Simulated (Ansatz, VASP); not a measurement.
SiC in VASP and in Ansatz

```
Si C
1.0
     0.04927    2.18986    2.18986
     2.23914    0.00000    2.23914
     2.18986    2.18986    0.04927
Si C
1 1
Direct
  0.00000 0.00000 0.00000
  0.75000 0.75000 0.75000
```

Change from the starting cell: strain +0.0450 x Voigt [0, 0, 0, 0, 1, 0], atoms carried along.

Alike in both runs: task single point; functional PBE; k mesh 10 × 10 × 10; occupations gaussian, width 0.05 eV; no spin polarisation.

```csv
,VASP,Ansatz
version,VASP 6.6.1,Ansatz 0.2.0
potentials or method,"VASP PAW PBE potentials, release 64 (Si, C), cutoff 520 eV","scalar-relativistic, plane waves, PAW"
valence electrons in the cell,8,8
```

Ansatz gave:

```
gap on the k mesh at the Fermi level (eV)                     : 1.17
least direct gap on the mesh (eV)                             : 4.10
pressure (GPa)                                                : 0.6
traceless stress, the component that is largest in VASP (GPa) : -11.86
rms of the force components (eV/Å)                            : 0.198
```

Question: Which values does VASP return?

Answer: gap on the k mesh at the Fermi level (eV): 1.16; least direct gap on the mesh (eV): 4.10; pressure (GPa): 0.5; traceless stress, the component that is largest in VASP (GPa): -11.90; rms of the force components (eV/Å): 0.198.

Atom by atom the forces differ by 0.000 eV/Å (rms over components). The functional is the same, so the differences come from potentials, cutoffs and numerics.
